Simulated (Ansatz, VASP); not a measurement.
Zn: VASP beside Ansatz

INCAR

```
SYSTEM = Zn
ALGO = Fast
EDIFF = 1E-6
ENCUT = 520
GGA = PS
ISIF = 2
ISMEAR = 0
LASPH = .TRUE.
LCHARG = .FALSE.
LREAL = .FALSE.
LWAVE = .FALSE.
NBANDS = 19
NELM = 80
PREC = Accurate
SIGMA = 0.15
```

File KPOINTS:

```
k-points
0
G
  24 24 10
  0 0 0
```

Contents of POSCAR:

```
Zn
1.0
    2.6647980532      0.0000000000      0.0000000000
   -1.3323990266      2.3077828100      0.0346167422
    0.0000000000      0.0742005000      4.9467000000
Zn
2
Direct
    0.3333333333      0.6666666667      0.2500000000
    0.6666666667      0.3333333333      0.7500000000
```

Input for Ansatz:

```yaml
crystal:
  lattice:
    - [2.6647980532, 0.0, 0.0]
    - [-1.3323990266, 2.30778281, 0.0346167422]
    - [0.0, 0.0742005, 4.9467]
  atoms:
    - { symbol: Zn, position: [0.3333333333, 0.6666666667, 0.25] }
    - { symbol: Zn, position: [0.6666666667, 0.3333333333, 0.75] }
basis:
  ecutwfc: 420
kpoints:
  mp_grid: { grid: [24, 24, 10] }
hamiltonian:
  xc: pbesol
scf:
  occupations: { method: gaussian, width: 0.15 }
output:
  forces: true
  stress: true
  eigenvalues: true
  write_density: true
  write_potential: true
  elf: true
  volumetric_format: npy
```

Change from the starting cell: strain +0.0300 x Voigt [0, 0, 0, 1, 0, 0], atoms carried along.

Alike in both runs: task single point; functional PBEsol; k mesh 24 × 24 × 10; occupations gaussian, width 0.15 eV; no spin polarisation.

|  | VASP | Ansatz |
| --- | --- | --- |
| version | VASP 6.6.1 | Ansatz 0.2.0 |
| potentials or method | VASP PAW PBE potentials, release 64 (Zn), cutoff 520 eV | scalar-relativistic, plane waves, PAW |
| valence electrons in the cell | 24 | 24 |

Ansatz gave:

| Quantity | Value |
| --- | --- |
| gap on the k mesh at the Fermi level (eV) | none |
| pressure (GPa) | -5.3 |
| traceless stress, the component that is largest in VASP (GPa) | 1.95 |

Problem. Which values does VASP return?

Solution. gap on the k mesh at the Fermi level (eV): none; pressure (GPa): -4.6; traceless stress, the component that is largest in VASP (GPa): 1.83.

VASP's potentials were made for PBE, not for PBEsol. A gap of «none» marks a metal or a gap that the smearing closes.
